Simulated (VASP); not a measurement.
Runs of VASP 6.6.1 on Mg2SO. The structure is that of space group P4/mmm (No. 123), or close to it. The cells are those of the table. 

| level | cell | smearing | gap on the mesh (eV) | pressure (GPa) |
| --- | --- | --- | --- | --- |
| PBE | a = 3.598, b = 3.598, c = 4.634 Å, 4 atoms | fermi-dirac 0.02 eV | 2.79 | -3.8 |
| r2SCAN | a = 3.598, b = 3.598, c = 4.634 Å, 4 atoms | gaussian 0.01 eV | (b) | (c) |
| PBE | a = 3.408, b = 3.408, c = 5.040 Å, 4 atoms | fermi-dirac 0.02 eV | 2.65 | -2.8 |
| r2SCAN | a = 3.408, b = 3.408, c = 5.040 Å, 4 atoms | gaussian 0.01 eV | 3.40 | (a) |

Alike in all rows: task single point; potentials or basis VASP PAW PBE potentials, release 64 (O, Mg, S); no spin polarisation; k mesh 8 × 8 × 6; cutoff (eV) 520.

**Question.** Estimate the missing entries.

**Answer.** (a) -5.3; (b) 3.57; (c) -6.2.

Caveats: the PAW data sets were made with another functional, which shifts forces and pressure a little (some runs).

A k mesh can miss the band edges.
